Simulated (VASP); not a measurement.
# Pt (Fm-3m) in VASP: single point with PBEsol

Aim: the single point of Pt with PBEsol.

Everything below comes from runs of VASP 6.6.1. Logs are shortened: lines on timing, memory, paths and dates and some standing lists are left out, and cuts for length are marked.

## 1. The cell of the first run

The structure is cubic, space group Fm-3m (No. 225). The conventional cell has a = 3.918 Å, b = 3.918 Å, c = 3.918 Å, α = 90.00°, β = 90.00°, γ = 90.00°. Pt (site symmetry m-3m) has 12 Pt at 2.77 Å within 3.7 Å.

## 2. Single point, PBEsol

Input file INCAR:

```
ALGO = Normal ; EDIFF = 1E-6
ENCUT = 520 ; GGA = PS
ISIF = 2 ; ISMEAR = 0
LASPH = True ; LCHARG = False
LREAL = False ; LWAVE = False
NBANDS = 11 ; NELM = 100
PREC = Accurate ; SIGMA = 0.1
```

Input file KPOINTS:

```
k-points
0
Gamma
  18 18 18
```

Input file POSCAR:

```
Pt
1.0
    0.0000000000      1.9589709032      1.9589709032
    1.9589709032      0.0000000000      1.9589709032
    1.9589709032      1.9589709032      0.0000000000
Pt
1
Direct
    0.0000000000      0.0000000000      0.0000000000
```

Potentials or basis: VASP PAW PBE potentials, release 64 (Pt).

On the command line:

```
$ cat potpaw_PBE.64/Pt/POTCAR > POTCAR
$ mpirun -np 1 vasp_std > vasp.out
```

OUTCAR:

```text
EDIFF = 1E-6
   ENCUT = 520
   GGA = PS
   ISIF = 2
   ISMEAR = 0
   LASPH = True
   LREAL = False
   NELM = 100
   PREC = Accurate

 ion  position               nearest neighbor table
   1  0.000  0.000  0.000-

  LATTYP: Found a face centered cubic cell.
 ALAT       =     3.9179418064

  Lattice vectors:

 A1 = (   0.0000000000,   1.9589709032,   1.9589709032)
 A2 = (   1.9589709032,   0.0000000000,   1.9589709032)
 A3 = (   1.9589709032,   1.9589709032,   0.0000000000)

Analysis of symmetry for initial positions (statically):
=====================================================================
 Subroutine PRICEL returns:
 Original cell was already a primitive cell.

 Routine SETGRP: Setting up the symmetry group for a
 face centered cubic supercell.

 Subroutine GETGRP returns: Found 48 space group operations
 (whereof 48 operations were pure point group operations)
 out of a pool of 48 trial point group operations.

The static configuration has the point symmetry O_h .

Analysis of symmetry for dynamics (positions and initial velocities):
=====================================================================
 Subroutine PRICEL returns:
 Original cell was already a primitive cell.

 Routine SETGRP: Setting up the symmetry group for a
 face centered cubic supercell.

 Subroutine GETGRP returns: Found 48 space group operations
 (whereof 48 operations were pure point group operations)
 out of a pool of 48 trial point group operations.

The dynamic configuration has the point symmetry O_h .

 Subroutine INISYM returns: Found 48 space group operations
 (whereof 48 operations are pure point group operations),
 and found     1 'primitive' translations

----------------------------------------------------------------------------------------

                                     Primitive cell

  volume of cell :      15.0354

  direct lattice vectors                    reciprocal lattice vectors
     0.000000000  1.958970903  1.958970903    -0.255236052  0.255236052  0.255236052
     1.958970903  0.000000000  1.958970903     0.255236052 -0.255236052  0.255236052
     1.958970903  1.958970903  0.000000000     0.255236052  0.255236052 -0.255236052

  length of vectors
     2.770403220  2.770403220  2.770403220     0.442081811  0.442081811  0.442081811

  position of ions in fractional coordinates (direct lattice)
     0.000000000  0.000000000  0.000000000

  ion indices of the primitive-cell ions
   primitive index   ion index
                 1           1

----------------------------------------------------------------------------------------

 KPOINTS: k-points

Automatic generation of k-mesh.
 Grid dimensions read from file:
 generate k-points for:   18   18   18

 Generating k-lattice:

  Cartesian coordinates                     Fractional coordinates (reciprocal lattice)
    -0.014179781  0.014179781  0.014179781     0.055555556  0.000000000  0.000000000
     0.014179781 -0.014179781  0.014179781     0.000000000  0.055555556  0.000000000
     0.014179781  0.014179781 -0.014179781     0.000000000  0.000000000  0.055555556

  Length of vectors
     0.024560101  0.024560101  0.024560101

  Shift w.r.t. Gamma in fractional coordinates (k-lattice)
     0.000000000  0.000000000  0.000000000

 Subroutine IBZKPT returns following result:
 ===========================================

 Found    195 irreducible k-points:

 Following reciprocal coordinates:
            Coordinates               Weight
  0.000000  0.000000  0.000000      1.000000
  0.055556  0.000000  0.000000      8.000000
  0.111111  0.000000  0.000000      8.000000
  0.166667  0.000000  0.000000      8.000000
  0.222222  0.000000  0.000000      8.000000
  0.277778  0.000000  0.000000      8.000000
[... 16 lines left out ...]
 -0.277778  0.055556  0.000000     24.000000
 -0.222222  0.055556  0.000000     24.000000
 [... further k-points ...]
   k-points           NKPTS =    195   k-points in BZ     NKDIM =    195   number of bands    NBANDS=     11
   number of dos      NEDOS =    301   number of ions     NIONS =      1
   total plane-waves  NPLWV =  13824
   dimension x,y,z NGX =    24 NGY =   24 NGZ =   24
   dimension x,y,z NGXF=    48 NGYF=   48 NGZF=   48
   ions per type =               1
   NGX,Y,Z   is equivalent  to a cutoff of  14.40, 14.40, 14.40 a.u.
   NGXF,Y,Z  is equivalent  to a cutoff of  28.80, 28.80, 28.80 a.u.
 SYSTEM =  unknown system
   PREC   = accura    normal or accurate (medium, high low for compatibility)
   ISTART =      0    job   : 0-new  1-cont  2-samecut
   ICHARG =      2    charge: 1-file 2-atom 10-const
   ISPIN  =      1    spin polarized calculation?
   LNONCOLLINEAR =      F non collinear calculations
   LSORBIT =      F    spin-orbit coupling
   LASPH  =      T    aspherical Exc in radial PAW
   ENCUT  =  520.0 eV  38.22 Ry    6.18 a.u.   5.15  5.15  5.15*2*pi/ulx,y,z
   NELM   =    100;   NELMIN=  2; NELMDL= -5     # of ELM steps
   EDIFF  = 0.1E-05   stopping-criterion for ELM
   LREAL  =      F    real-space projection
   EDIFFG = 0.1E-04   stopping-criterion for IOM
   NSW    =      0    number of steps for IOM
   IBRION =     -1    ionic relax: 0-MD 1-quasi-New 2-CG
   NFREE  =      0    steps in history (QN), initial steepest desc. (CG)
   ISIF   =      2    stress and relaxation
   ISYM   =      2    0-nonsym 1-usesym 2-fastsym
   POTIM  = 0.5000    time-step for ionic-motion
   TEBEG  =    0.0;   TEEND  =   0.0 temperature during run
   PSTRESS=    0.0 pullay stress
   NELECT =      10.0000    total number of electrons
   NUPDOWN=      -1.0000    fix difference up-down
   EMIN   =  10.00;   EMAX   =-10.00  energy-range for DOS
   EFERMI =   0.00;   METHOD = LEGACY
   ISMEAR =     0;   SIGMA  =   0.10  broadening in eV -4-tet -1-fermi 0-gaus
   EFERMI_NEDOS =   21; number of points for ismear=-14 and -15
   IALGO  =     38    algorithm
   IMIX   =      4    mixing-type and parameters
     AMIX     =   0.40;   BMIX     =  1.00
     AMIX_MAG =   1.60;   BMIX_MAG =  1.00
  volume/ion in A,a.u.               =      15.04       101.46
  Fermi-wavevector in a.u.,A,eV,Ry     =   1.429015  2.700447 27.784245  2.042084
  Thomas-Fermi vector in A             =   2.549015
   LORBIT       =      0    0 simple, 1 ext, 2 COOP (PROOUT), +10 PAW based schemes
   GGA     = PS    functional components
   LHFCALC =     F    Hartree Fock is set to
   AEXX    =    0.0000 exact exchange contribution
   IVDW    =     0    specifies the selected vdW correction
   LEPSILON=     F    determine dielectric tensor
   LRPA    =     F    only Hartree local field effects (RPA)
 non-spin polarized calculation
 Gauss-broadening in eV      SIGMA  =   0.10
  energy-cutoff  :      520.00
  volume of cell :       15.04
 maximum number of plane-waves:       419
 NGX is ok and might be reduce to    24
   NGX = 11   NGY = 11   NGZ = 11

 number of electron      10.0000000 magnetization

 Free energy of the ion-electron system (eV)
  ---------------------------------------------------
  ext. energy  EPLUGINS =         0.00000000
  ---------------------------------------------------
  free energy    TOTEN  =        -6.96548807 eV

  energy without entropy =       -6.95484755  energy(sigma->0) =       -6.96016781

 E-fermi :  11.1564     XC(G=0): -13.6464

 val. band max:       11.1559196691   @ k =  -0.3333   0.3889   0.1111
 cond. band min:      11.1676258368   @ k =   0.3889   0.2222   0.0000
 fundamental gap:      0.0117061677
 Fermi energy:        11.1564214549

 k-point     1 :       0.0000    0.0000    0.0000
  band No.  band energies     occupation
      1       0.8245      2.00000
      2       7.3292      2.00000
      3       7.3292      2.00000
      4       7.3292      2.00000
      5       9.5182      2.00000
      6       9.5183      2.00000
      7      25.7710      0.00000
      8      30.7452      0.00000
      9      30.7452      0.00000
     10      30.7452      0.00000
     11      36.0551      0.00000

 k-point     2 :       0.0556    0.0000    0.0000
  band No.  band energies     occupation
      1       0.9494      2.00000
      2       7.2723      2.00000
      3       7.3794      2.00000
      4       7.3794      2.00000
      5       9.4895      2.00000
      6       9.4895      2.00000
      7      25.9673      0.00000
      8      30.0708      0.00000
      9      30.9379      0.00000
     10      30.9379      0.00000
     11      36.8015      0.00000

 k-point     3 :       0.1111    0.0000    0.0000
  band No.  band energies     occupation
      1       1.3130      2.00000
      2       7.1260      2.00000
      3       7.5110      2.00000
      4       7.5110      2.00000
      5       9.4280      2.00000
      6       9.4280      2.00000
      7      26.5023      0.00000
      8      28.6616      0.00000
      9      31.4981      0.00000
     10      31.4981      0.00000
     11      37.6426      0.00000

 k-point     4 :       0.1667    0.0000    0.0000
  band No.  band energies     occupation
      1       1.8760      2.00000
      2       6.9617      2.00000
      3       7.6597      2.00000
      4       7.6597      2.00000
      5       9.4105      2.00000
      6       9.4105      2.00000
      7      27.0351      0.00000
      8      27.2036      0.00000
      9      32.3686      0.00000
     10      32.3686      0.00000
     11      36.0879      0.00000
[... 239 lines left out ...]
 k-point    22 :      -0.3333    0.0556    0.0000
  band No.  band energies     occupation
      1       3.7491      2.00000
      2       7.4314      2.00000
      3       7.5463      2.00000
      4       7.9367      2.00000
      5      10.2060      2.00000
      6      10.9529      1.99600
      7      20.8033      0.00000
      8      26.4457      0.00000
      9      30.7819      0.00000
     10      32.7578      0.00000
     11      35.9523      0.00000

 k-point    23 :      -0.2778    0.0556    0.0000
  band No.  band energies     occupation
      1       3.4459      2.00000
      2       7.1437      2.00000
      3       7.6155      2.00000
      4       7.6923      2.00000
      5       9.7080      2.00000
      6      10.4464      2.00000
      7      22.8746      0.00000
      8      27.1712      0.00000
      9      31.7098      0.00000
     10      34.3397      0.00000
     11      34.5756      0.00000

 k-point    24 :      -0.2222    0.0556    0.0000
  band No.  band energies     occupation
      1       2.8801      2.00000
      2       6.8252      2.00000
      3       7.7260      2.00000
      4       7.7950      2.00000
      5       9.3167      2.00000
      6      10.0039      2.00000
      7      24.8133      0.00000
      8      27.6914      0.00000
      9      32.2140      0.00000
     10      33.6243      0.00000
     11      34.8824      0.00000

 [... further k-points ...]
[... 5 lines left out ...]
  --------------------------------------------------------------------------------------
  -------------------------------------------------------------------------------------
  Total       -0.0375709     -0.0375709     -0.0375709      0.0000000      0.0000000      0.0000000
  in kB       -4.0035766     -4.0035766     -4.0035766      0.0000000      0.0000000      0.0000000
  external PRESSURE =      -4.0035766 kB  Pullay stress =       0.0000000 kB

 VOLUME and BASIS-vectors are now :
 -----------------------------------------------------------------------------
  energy-cutoff  :      520.00
  volume of cell :       15.04
      direct lattice vectors                 reciprocal lattice vectors
     0.000000000  1.958970903  1.958970903    -0.255236052  0.255236052  0.255236052
     1.958970903  0.000000000  1.958970903     0.255236052 -0.255236052  0.255236052
     1.958970903  1.958970903  0.000000000     0.255236052  0.255236052 -0.255236052

 POSITION                                       TOTAL-FORCE (eV/Angst)
 -----------------------------------------------------------------------------------
      0.00000      0.00000      0.00000         0.000000      0.000000      0.000000
 -----------------------------------------------------------------------------------
    total drift:                               -0.000000      0.000000     -0.000000

  FREE ENERGIE OF THE ION-ELECTRON SYSTEM (eV)
  ---------------------------------------------------
  free  energy   TOTEN  =        -6.9654880693 eV

  energy  without entropy=       -6.9548475521  energy(sigma->0) =       -6.96016781
```

It took 22 s on 1 thread of AMD EPYC 9R45 (Zen 5), shared host; peak memory 0.13 GiB.

What came out:

```
Free energy            : -6.9655 eV
Pressure               : -0.4 GPa
Band gap on the k mesh : zero (band 5 reaches 11.65 eV, above the bottom of band 6 at 9.41 eV)
```

Levels at points of the mesh, in eV from the Fermi level:
```tsv
k point	band 3	band 4	band 5	band 6	band 7	band 8
(0.00, 0.00, 0.00)	-3.83	-3.83	-1.64	-1.64	14.61	19.59
(0.50, 0.00, 0.00)	-3.89	-0.56	0.04	0.04	5.82	14.17
(0.50, 0.50, 0.00)	0.02	0.49	0.49	1.70	8.86	11.34
```

Caveat: the PAW data sets were made with another functional, which shifts forces and pressure a little; spin-orbit coupling is left out, which moves the levels of the heavy elements.
